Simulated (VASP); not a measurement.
Wanted: the native input for a VASP 6.6.1 run.

```yaml
Task: single point
Functional: PBEsol
Potentials_or_basis: VASP PAW PBE potentials, release 64 (Cu, O)
Cutoff: 520 eV
k_mesh: 8 × 8 × 5
Occupations: fermi-dirac, width 0.05 eV
Spin: no spin polarisation
Dipole_correction: no
Further_INCAR_settings: ALGO = Normal; EDIFF = 1e-07; NBANDS = 25
```

The structure of CuO lies in POSCAR:

```
CuO
1.0
    2.0108776800     -2.1750855000      0.0000000000
    2.0108776800      2.1750855000      0.0000000000
    0.0000000000      0.0000000000      5.1559280000
Cu O
2 2
Direct
    0.5000000000      0.0000000000      0.0000000000
    0.0000000000      0.5000000000      0.5000000000
    0.5000000000      0.5000000000      0.2500000000
    0.5000000000      0.5000000000      0.7500000000
```

These files were run (other wordings do the same):

INCAR

```
ALGO = Normal ; EDIFF = 1E-7
ENCUT = 520 ; GGA = PS
ISIF = 2 ; ISMEAR = -1
LASPH = True ; LCHARG = False
LREAL = False ; LWAVE = False
NBANDS = 25 ; NELM = 80
PREC = Accurate ; SIGMA = 0.05
```

KPOINTS

```
k-points
0
Gamma
  8 8 5
```

Potentials or basis: VASP PAW PBE potentials, release 64 (Cu, O).

Command:

```sh
$ cat potpaw_PBE.64/Cu/POTCAR potpaw_PBE.64/O/POTCAR > POTCAR
$ mpirun -np 1 vasp_std > vasp.out
```

It gave:

- Pressure: -7.8 GPa
- Band gap on the k mesh: zero (band 17 reaches 5.08 eV, above the bottom of band 18 at 4.22 eV)

Caveat: the PAW data sets were made with another functional, which shifts forces and pressure a little; semilocal functionals often make such compounds metallic where correlation or magnetic order opens a gap, which also shifts bond lengths.

Wall time 39 s on 1 thread of AMD EPYC 9R45 96-Core Processor (Zen 5), with other jobs on the host, peak memory 0.16 GiB.
